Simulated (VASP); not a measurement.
Here is a VASP 6.6.1 calculation.

File POSCAR:

```
CuF
1.0
    3.5086571413      0.0000000000      0.0000000000
   -1.7543285706      3.0385862175      0.0000000000
    0.0000000000      0.0000000000      5.0825199480
Cu F
2 2
Direct
    0.3333333333      0.6666666667      0.2500000000
    0.6666666667      0.3333333333      0.7500000000
    0.6666666667      0.3333333333      0.2500000000
    0.3333333333      0.6666666667      0.7500000000
```

INCAR.step1

```
  PREC = Accurate
  ENCUT = 520
  ISMEAR = -1
  SIGMA = 0.02
  LREAL = False
  LASPH = True
  NELM = 80
  NBANDS = 26
  GGA = PE
  ALGO = Normal
  EDIFF = 1E-4
  LWAVE = True
  LCHARG = False
```

File INCAR.step2:

```
  PREC = Accurate
  ENCUT = 520
  EDIFF = 1E-7
  ISMEAR = -1
  SIGMA = 0.02
  LREAL = False
  LASPH = True
  NELM = 80
  ALGO = Normal
  ISIF = 2
  LWAVE = False
  LCHARG = False
  METAGGA = R2SCAN
  LMIXTAU = True
  NBANDS = 26
  ISTART = 1
```

Contents of KPOINTS:

```
regular mesh
0
Gamma
  12 12 6
```

Potentials or basis: VASP PAW PBE potentials, release 64 (Cu, F).

The run is started by

```console
$ cat potpaw_PBE.64/Cu/POTCAR potpaw_PBE.64/F/POTCAR > POTCAR
$ cp INCAR.step1 INCAR
$ mpirun -np 1 vasp_std > vasp.out
$ cp INCAR.step2 INCAR
$ mpirun -np 1 vasp_std > vasp.out
```

Question: Predict the pressure.

Answer: 0.2 GPa.

Question: Predict the band gap on the k mesh.

Answer: Zero (band 18 reaches 3.16 eV, above the bottom of band 19 at 3.12 eV).

Stress tensor (GPa, compression positive):
```
 0.44  0.00  0.00
 0.00  0.44  0.00
 0.00  0.00 -0.22
```

Caveat: the PAW data sets were made with another functional, which shifts forces and pressure a little; semilocal functionals often make such compounds metallic where correlation or magnetic order opens a gap, which also shifts bond lengths. With open d or f shells a metallic result of r2SCAN can be an artefact of self-interaction; +U or a hybrid may open a gap.
